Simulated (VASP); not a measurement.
Y:

```
CELL_PARAMETERS angstrom
3.64740 0.00000 0.00000
-1.82370 3.15874 0.00000
0.00000 0.00000 5.73060
ATOMIC_POSITIONS crystal
Y 0.33333 0.66667 0.25000
Y 0.66667 0.33333 0.75000
```

* Program: VASP 6.6.1
* Task: relaxation of cell and atoms
* Functional: PBEsol
* Potentials or basis: VASP PAW PBE potentials, release 64 (Y_sv)
* Cutoff: 600 eV
* k mesh: 13 × 13 × 7
* Occupations: fermi-dirac, width 0.1 eV
* Spin: no spin polarisation

At the start: pressure -2.1 GPa; volume 33.01 Å³/atom.

Problem. How do energy, volume and symmetry change on relaxing?

Solution. Over 6 steps the energy falls by 11.7 meV/atom and the volume is 31.32 Å³/atom (-5.1 %); space group P6_3/mmc (No. 194, to 0.1 Å) before and after.

The path:
```tsv
step	energy change (eV)	largest force (eV/Å)	pressure (GPa)	volume (Å³)
1	0.0000	0.0000	-2.08	66.02
2	-0.0227	0.0000	0.39	62.01
3	-0.0234	0.0000	0.01	62.57
4	-0.0234	0.0000	-0.05	62.64
5	-0.0234	0.0000	-0.04	62.64
6	-0.0234	0.0000	-0.04	62.64
```

Final structure:
```xyz
2
Lattice="3.5909 0.0000 0.0000 -1.7955 3.1098 0.0000 0.0000 0.0000 5.6097" Properties=species:S:1:pos:R:3 pbc="T T T"
Y     0.0000    2.0732    1.4024
Y     1.7955    1.0366    4.2073
```

Caveat: the PAW data sets were made with another functional, which shifts forces and pressure a little.
